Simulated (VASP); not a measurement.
# Ti12Si in VASP: single point with PBE

Aim: the single point of Ti12Si with PBE.

Program: VASP 6.6.1. These are calculated values, not measurements. Logs are shortened: lines on timing, memory, paths and dates and some standing lists are left out, and cuts for length are marked.

**1. The cell of the first run**

The cell holds a slab with vacuum, 13 atoms: a = 5.815 Å, b = 5.815 Å, c = 19.306 Å, α = 90.00°, β = 90.00°, γ = 90.00°.

**2. Single point, PBE**

The input, INCAR:

```
PREC     = Accurate       # precision mode
ENCUT    = 520            # plane-wave cutoff, eV
EDIFF    = 1E-6           # SCF threshold, eV
ISMEAR   = 0              # smearing method
SIGMA    = 0.1            # smearing width, eV
LREAL    = False          # projectors in reciprocal space
LASPH    = True           # aspherical terms in the spheres
NELM     = 100            # most SCF steps
ALGO     = Normal         # electronic algorithm
ISIF     = 2              # what is computed and relaxed
LWAVE    = False          # write WAVECAR
LCHARG   = False          # write CHGCAR
LDIPOL   = True         
IDIPOL   = 3            
DIPOL    = 0.5 0.5 0.320
GGA      = PE             # functional
NBANDS   = 86             # bands
```

The input, KPOINTS:

```
Automatic mesh
0
Gamma
  5 5 1
```

The input, POSCAR:

```
Ti12Si
1.0
    5.8150893847      0.0000000000      0.0000000000
    0.0000000000      5.8150893847      0.0000000000
    0.0000000000      0.0000000000     19.3059825436
Ti Si
12 1
Direct
    0.2500000000      0.2500000000      0.2071896621
    0.2500000000      0.7500000000      0.2071896621
    0.7500000000      0.2500000000      0.2071896621
    0.7500000000      0.7500000000      0.2071896621
    0.0000000000      0.0000000000      0.3057583574
    0.0000000000      0.5000000000      0.3057583574
    0.5000000000      0.0000000000      0.3057583574
    0.5000000000      0.5000000000      0.3057583574
    0.2500000000      0.2500000000      0.4043297214
    0.2500000000      0.7500000000      0.4043297214
    0.7500000000      0.2500000000      0.4043297214
    0.7500000000      0.7500000000      0.4043297214
    0.4166666667      0.5000000000      0.4922694397
```

Potentials or basis: VASP PAW PBE potentials, release 64 (Ti_sv, Si).

Command:

```bash
$ cat potpaw_PBE.64/Ti_sv/POTCAR potpaw_PBE.64/Si/POTCAR > POTCAR
$ mpirun -np 1 vasp_std > vasp.out
```

OUTCAR:

```text
PREC = Accurate
   ENCUT = 520
   EDIFF = 1E-6
   ISMEAR = 0
   LREAL = False
   LASPH = True
   NELM = 100
   ISIF = 2
   GGA = PE

 ion  position               nearest neighbor table
   1  0.250  0.250  0.207-   5 2.80   6 2.80   7 2.80   8 2.80   2 2.91   3 2.91   2 2.91   3 2.91

   2  0.250  0.750  0.207-   5 2.80   6 2.80   7 2.80   8 2.80   1 2.91   4 2.91   1 2.91   4 2.91

   3  0.750  0.250  0.207-   5 2.80   6 2.80   7 2.80   8 2.80   1 2.91   4 2.91   4 2.91   1 2.91
[... 4 lines left out ...]
                             6 2.91   7 2.91   6 2.91   7 2.91
   6  0.000  0.500  0.306-   1 2.80   2 2.80   3 2.80   4 2.80   9 2.80  10 2.80  11 2.80  12 2.80
                             5 2.91   8 2.91   5 2.91   8 2.91
   7  0.500  0.000  0.306-   1 2.80   2 2.80   3 2.80   4 2.80   9 2.80  10 2.80  11 2.80  12 2.80
                             5 2.91   8 2.91   8 2.91   5 2.91
   8  0.500  0.500  0.306-   1 2.80   2 2.80   3 2.80   4 2.80   9 2.80  10 2.80  11 2.80  12 2.80
                             6 2.91   7 2.91   7 2.91   6 2.91
   9  0.250  0.250  0.404-  13 2.44   6 2.80   7 2.80   8 2.80   5 2.80  11 2.91  10 2.91  10 2.91
                            11 2.91
  10  0.250  0.750  0.404-  13 2.44   6 2.80   7 2.80   8 2.80   5 2.80  12 2.91   9 2.91   9 2.91
                            12 2.91
  11  0.750  0.250  0.404-   5 2.80   6 2.80   7 2.80   8 2.80   9 2.91  12 2.91  12 2.91   9 2.91
                            13 2.96
  12  0.750  0.750  0.404-   5 2.80   6 2.80   7 2.80   8 2.80  10 2.91  11 2.91  11 2.91  10 2.91
                            13 2.96
  13  0.417  0.500  0.492-   9 2.44  10 2.44  11 2.96  12 2.96

  LATTYP: Found a simple tetragonal cell.
 ALAT       =     5.8150893847
 C/A-ratio  =     3.3199803591

  Lattice vectors:

 A1 = (   5.8150893847,   0.0000000000,   0.0000000000)
 A2 = (   0.0000000000,   5.8150893847,   0.0000000000)
 A3 = (   0.0000000000,   0.0000000000,  19.3059825436)

Analysis of symmetry for initial positions (statically):
=====================================================================
 Subroutine PRICEL returns:
 Original cell was already a primitive cell.

 Routine SETGRP: Setting up the symmetry group for a
 simple tetragonal supercell.

 Subroutine GETGRP returns: Found  2 space group operations
 (whereof  2 operations were pure point group operations)
 out of a pool of 16 trial point group operations.

The static configuration has the point symmetry C_1h.

Analysis of symmetry for dynamics (positions and initial velocities):
=====================================================================
 Subroutine PRICEL returns:
 Original cell was already a primitive cell.

 Routine SETGRP: Setting up the symmetry group for a
[... 137 lines left out ...]
   GGA     = PE    functional components
   LHFCALC =     F    Hartree Fock is set to
   AEXX    =    0.0000 exact exchange contribution
   IVDW    =     0    specifies the selected vdW correction
   LEPSILON=     F    determine dielectric tensor
   LRPA    =     F    only Hartree local field effects (RPA)
 non-spin polarized calculation
 Gauss-broadening in eV      SIGMA  =   0.10
  energy-cutoff  :      520.00
  volume of cell :      652.84
 maximum number of plane-waves:     17596
 NGX is ok and might be reduce to    48
   NGX = 21   NGY = 21   NGZ = 71

 dipolmoment           0.000000      0.000000     -0.845905 electrons x Angstroem

 number of electron     148.0000052 magnetization

 dipolmoment           0.000000      0.000000      0.177722 electrons x Angstroem

 Free energy of the ion-electron system (eV)
  ---------------------------------------------------
  ext. energy  EPLUGINS =         0.00000000
  ---------------------------------------------------
  free energy    TOTEN  =       -92.17982266 eV

  energy without entropy =      -92.03037265  energy(sigma->0) =      -92.10509766

 E-fermi :   0.1230     XC(G=0):  -4.9686

 val. band max:        0.1220393392   @ k =   0.4000   0.2000   0.0000
 cond. band min:       0.1282509407   @ k =   0.0000   0.0000   0.0000
 fundamental gap:      0.0062116015
 Fermi energy:         0.1229991017

 k-point     1 :       0.0000    0.0000    0.0000
  band No.  band energies     occupation
      1     -56.7351      2.00000
      2     -56.6924      2.00000
      3     -56.6888      2.00000
      4     -56.6438      2.00000
      5     -56.6394      2.00000
      6     -56.5994      2.00000
[... 790 lines left out ...]
     85       0.9965      0.00000
     86       1.0735      0.00000

------------------------ aborting loop because EDIFF is reached ----------------------------------------

 vacuum level on the upper side and lower side of the slab       (xc-potential included)         0.308        -0.603

  FORCE on cell =-STRESS in cart. coord.  units (eV):
  Direction    XX          YY          ZZ          XY          YZ          ZX
  --------------------------------------------------------------------------------------
  -------------------------------------------------------------------------------------
  Total       -4.3099146     -2.8998493      1.8740966      0.0000000      0.0000000      1.9843675
  in kB      -10.5772935     -7.1167435      4.5993648      0.0000000      0.0000000      4.8699891
  external PRESSURE =      -4.3648907 kB  Pullay stress =       0.0000000 kB

 VOLUME and BASIS-vectors are now :
 -----------------------------------------------------------------------------
  energy-cutoff  :      520.00
  volume of cell :      652.84
      direct lattice vectors                 reciprocal lattice vectors
     5.815089385  0.000000000  0.000000000     0.171966402  0.000000000  0.000000000
     0.000000000  5.815089385  0.000000000     0.000000000  0.171966402  0.000000000
     0.000000000  0.000000000 19.305982544     0.000000000  0.000000000  0.051797416

 POSITION                                       TOTAL-FORCE (eV/Angst)
 -----------------------------------------------------------------------------------
      1.45377      1.45377      4.00000         0.025254      0.025014     -0.018162
      1.45377      4.36132      4.00000         0.025254     -0.025014     -0.018162
      4.36132      1.45377      4.00000        -0.013739      0.016302      0.073620
      4.36132      4.36132      4.00000        -0.013739     -0.016302      0.073620
      0.00000      0.00000      5.90297        -0.155949      0.000000     -0.373751
      0.00000      2.90754      5.90297        -0.063092      0.000000     -0.283586
      2.90754      0.00000      5.90297         0.212265      0.000000     -0.315242
      2.90754      2.90754      5.90297         0.025779      0.000000     -0.274598
      1.45377      1.45377      7.80598        -0.166038     -0.218872     -0.042423
      1.45377      4.36132      7.80598        -0.166038      0.218872     -0.042423
      4.36132      1.45377      7.80598        -0.475718      0.112465      0.609707
      4.36132      4.36132      7.80598        -0.475718     -0.112465      0.609707
      2.42295      2.90754      9.50375         1.241478      0.000000      0.001692
 -----------------------------------------------------------------------------------
    total drift:                               -0.000130     -0.000000     -0.000135

  FREE ENERGIE OF THE ION-ELECTRON SYSTEM (eV)
  ---------------------------------------------------
  free  energy   TOTEN  =       -92.1798226623 eV

  energy  without entropy=      -92.0303726522  energy(sigma->0) =      -92.10509766

 vacuum level on the upper side and lower side of the slab         4.799         3.842
```

stdout:

```text
POSCAR found type information on POSCAR TiSi
 POSCAR found :  2 types and      13 ions
 scaLAPACK will be used
 LDA part: xc-table for (Slater+PW92), standard interpolation
 POSCAR, INCAR and KPOINTS ok, starting setup
 FFT: planning ... GRIDC
 FFT: planning ... GRID_SOFT
 FFT: planning ... GRID
 WAVECAR not read
 entering main loop
```

It took 23 min on 1 thread of Intel Xeon 6975P-C (Granite Rapids), shared host; peak memory 0.83 GiB.

What came out:

- Free energy: -92.1798 eV
- Largest force: 1.241 eV/Å
- Band gap on the k mesh: zero (bands 74 and 75 overlap by 0.22 eV)

Forces on the atoms (eV/Å):
```
Ti   0.025  0.025 -0.018
Ti   0.025 -0.025 -0.018
Ti  -0.014  0.016  0.074
Ti  -0.014 -0.016  0.074
Ti  -0.156  0.000 -0.374
Ti  -0.063  0.000 -0.284
Ti   0.212  0.000 -0.315
Ti   0.026  0.000 -0.275
Ti  -0.166 -0.219 -0.042
Ti  -0.166  0.219 -0.042
Ti  -0.476  0.112  0.610
Ti  -0.476 -0.112  0.610
Si   1.241  0.000  0.002
```
